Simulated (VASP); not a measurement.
# AlN (P6_3mc) in VASP: a series of runs, part 2 of 2

VASP 6.6.1. The steps go on from the part before.

**3. Relaxation of cell and atoms, LDA**

This run uses another cell than the first one, of 10.43 Å³/atom, 1.021 times its volume.

Contents of INCAR:

```
PREC = Accurate
ENCUT = 600
EDIFF = 1E-6
ISMEAR = 0
SIGMA = 0.01
LREAL = False
LASPH = True
NELM = 80
ALGO = Normal
ISIF = 3
LWAVE = False
LCHARG = False
IBRION = 2
NSW = 80
EDIFFG = -0.003
```

Contents of KPOINTS:

```
Automatic mesh
0
Gamma
  8 8 4
```

Contents of POSCAR:

```
AlN
1.0
    3.1100000000      0.0000000000      0.0000000000
   -1.5550000000      2.6933390100      0.0000000000
    0.0000000000      0.0000000000      4.9800000000
Al N
2 2
Direct
    0.3333333333      0.6666666667      0.0000000000
    0.6666666667      0.3333333333      0.5000000000
    0.3333333333      0.6666666667      0.3820000000
    0.6666666667      0.3333333333      0.8820000000
```

Potentials or basis: VASP PAW LDA potentials, release 64 (Al, N).

On the command line:

```sh
$ cat potpaw_LDA.64/Al/POTCAR potpaw_LDA.64/N/POTCAR > POTCAR
$ mpirun -np 1 vasp_std > vasp.out
```

OUTCAR:

```text
PREC = Accurate
   ENCUT = 600
   EDIFF = 1E-6
   ISMEAR = 0
   LREAL = False
   LASPH = True
   NELM = 80
   ISIF = 3
   IBRION = 2
   NSW = 80
   EDIFFG = -0.003

 ion  position               nearest neighbor table
   1  0.333  0.667  0.000-   4 1.89   4 1.89   4 1.89   3 1.90   2 3.07   2 3.07   2 3.07   2 3.07
                             2 3.07   2 3.07
   2  0.667  0.333  0.500-   3 1.89   3 1.89   3 1.89   4 1.90   1 3.07   1 3.07   1 3.07   1 3.07
                             1 3.07   1 3.07
   3  0.333  0.667  0.382-   2 1.89   2 1.89   2 1.89   1 1.90
   4  0.667  0.333  0.882-   1 1.89   1 1.89   1 1.89   2 1.90

  LATTYP: Found a hexagonal cell.
 ALAT       =     3.1100000000
 C/A-ratio  =     1.6012861736

  Lattice vectors:

 A1 = (   3.1100000000,   0.0000000000,   0.0000000000)
 A2 = (  -1.5550000000,   2.6933390100,   0.0000000000)
 A3 = (   0.0000000000,   0.0000000000,   4.9800000000)

Analysis of symmetry for initial positions (statically):
=====================================================================
 Subroutine PRICEL returns:
 Original cell was already a primitive cell.

 Routine SETGRP: Setting up the symmetry group for a
 hexagonal supercell.

 Subroutine GETGRP returns: Found 12 space group operations
[... 182 lines left out ...]
  in kB      -38.4690820    -38.4690821    -37.9744049      0.0000000      0.0000000     -0.0000000
  external PRESSURE =     -38.3041897 kB  Pullay stress =       0.0000000 kB
[... 253 lines left out ...]
--------------------------------------- Ionic step        8  -------------------------------------------

 number of electron      15.9999999 magnetization

 Free energy of the ion-electron system (eV)
  ---------------------------------------------------
  ext. energy  EPLUGINS =         0.00000000
  ---------------------------------------------------
  free energy    TOTEN  =       -32.84339054 eV

  energy without entropy =      -32.84339054  energy(sigma->0) =      -32.84339054

 E-fermi :   6.1802     XC(G=0): -11.3322

 val. band max:        6.0876492193   @ k =   0.0000   0.0000   0.0000
 cond. band min:      10.4904571484   @ k =   0.0000   0.0000   0.0000
 fundamental gap:      4.4028079291
 Fermi energy:         6.1801758787

 k-point     1 :       0.0000    0.0000    0.0000
  band No.  band energies     occupation
      1      -9.0682      2.00000
      2      -6.7836      2.00000
      3      -0.0540      2.00000
      4       5.2023      2.00000
      5       5.2023      2.00000
      6       5.8626      2.00000
      7       5.8626      2.00000
      8       6.0876      2.00000
      9      10.4905      0.00000
     10      12.8000      0.00000
     11      16.7229      0.00000
     12      17.1712      0.00000
[... 331 lines left out ...]
 k-point    24 :       0.3750   -0.0000    0.5000
  band No.  band energies     occupation
      1      -6.8744      2.00000
      2      -6.8744      2.00000
      3       0.8891      2.00000
      4       0.8891      2.00000
      5       4.5576      2.00000
      6       4.5576      2.00000
      7       4.7035      2.00000
      8       4.7035      2.00000
      9      11.7018      0.00000
     10      11.7018      0.00000
     11      15.5216      0.00000
     12      15.5216      0.00000

 [... further k-points ...]
[... 5 lines left out ...]
  --------------------------------------------------------------------------------------
  -------------------------------------------------------------------------------------
  Total        0.0042289      0.0042289     -0.0113928      0.0000000     -0.0000000     -0.0000000
  in kB        0.1654774      0.1654774     -0.4458013      0.0000000     -0.0000000     -0.0000000
  external PRESSURE =      -0.0382822 kB  Pullay stress =       0.0000000 kB
[... 19 lines left out ...]
  FREE ENERGIE OF THE ION-ELECTRON SYSTEM (eV)
  ---------------------------------------------------
  free  energy   TOTEN  =       -32.8433905387 eV

  energy  without entropy=      -32.8433905387  energy(sigma->0) =      -32.84339054

 reached required accuracy - stopping structural energy minimisation
```

OSZICAR:

```text
N       E                     dE             d eps       ncg     rms          rms(c)
DAV:   1     0.606750413525E+02    0.60675E+02   -0.84063E+03   720   0.135E+03
DAV:   2    -0.334238501482E+02   -0.94099E+02   -0.85971E+02  1080   0.229E+02
DAV:   3    -0.378535886184E+02   -0.44297E+01   -0.44075E+01   928   0.537E+01
DAV:   4    -0.378861379121E+02   -0.32549E-01   -0.32539E-01   852   0.553E+00
[... 41 lines left out ...]
DAV:   1    -0.328433887384E+02    0.69179E-06   -0.95071E-06   836   0.306E-02    0.366E-03
DAV:   2    -0.328433884351E+02    0.30329E-06   -0.41110E-07   364   0.574E-03
   7 F= -.32843388E+02 E0= -.32843388E+02  d E =-.649832E-05
       N       E                     dE             d eps       ncg     rms          rms(c)
DAV:   1    -0.328433905627E+02   -0.18244E-05   -0.20846E-04   720   0.135E-01    0.345E-03
DAV:   2    -0.328433905387E+02    0.24005E-07   -0.24605E-06   788   0.138E-02
   8 F= -.32843391E+02 E0= -.32843391E+02  d E =-.210367E-05
```

Wall time 26 s (1 thread of AMD EPYC 9R45 (Zen 5), shared host); peak memory 0.13 GiB.

Results:

```yaml
Free_energy: -32.8434 eV
Relaxed_volume: 10.24 Å³/atom
Relaxed_cell: a = 3.091 Å, b = 3.091 Å, c = 4.948 Å, α = 90.00°, β = 90.00°, γ = 120.00°
Space_group_after_relaxing_to_0.05_Å: P6_3mc (No. 186)
Energy_gained_by_relaxing: 2.3 meV/atom
Ionic_steps: 8
Pressure_after_relaxing: 0.0 GPa
Band_gap_on_the_k_mesh: 4.40 eV, direct
```

Step by step:
```tsv
step	energy change (eV)	largest force (eV/Å)	pressure (GPa)	volume (Å³)
1	0.0000	0.0157	-3.83	41.71
2	-0.0006	0.0171	3.88	40.23
3	-0.0092	0.0007	-0.02	40.95
4	-0.0092	0.0009	0.06	40.93
5	-0.0092	0.0051	-0.04	40.95
6	-0.0093	0.0044	-0.03	40.95
7	-0.0093	0.0037	-0.01	40.95
8	-0.0093	0.0008	0.00	40.94
```

Final structure:
```cif
data_structure
_symmetry_space_group_name_H-M 'P 1'
_symmetry_Int_Tables_number 1
_cell_length_a 3.0911
_cell_length_b 3.0911
_cell_length_c 4.9482
_cell_angle_alpha 90.000
_cell_angle_beta 90.000
_cell_angle_gamma 120.000
_cell_volume 40.94
loop_
_atom_site_label
_atom_site_type_symbol
_atom_site_fract_x
_atom_site_fract_y
_atom_site_fract_z
_atom_site_occupancy
Al1 Al 0.33333 0.66667 0.00004 1
Al2 Al 0.66667 0.33333 0.50004 1
N1 N 0.33333 0.66667 0.38196 1
N2 N 0.66667 0.33333 0.88196 1
```
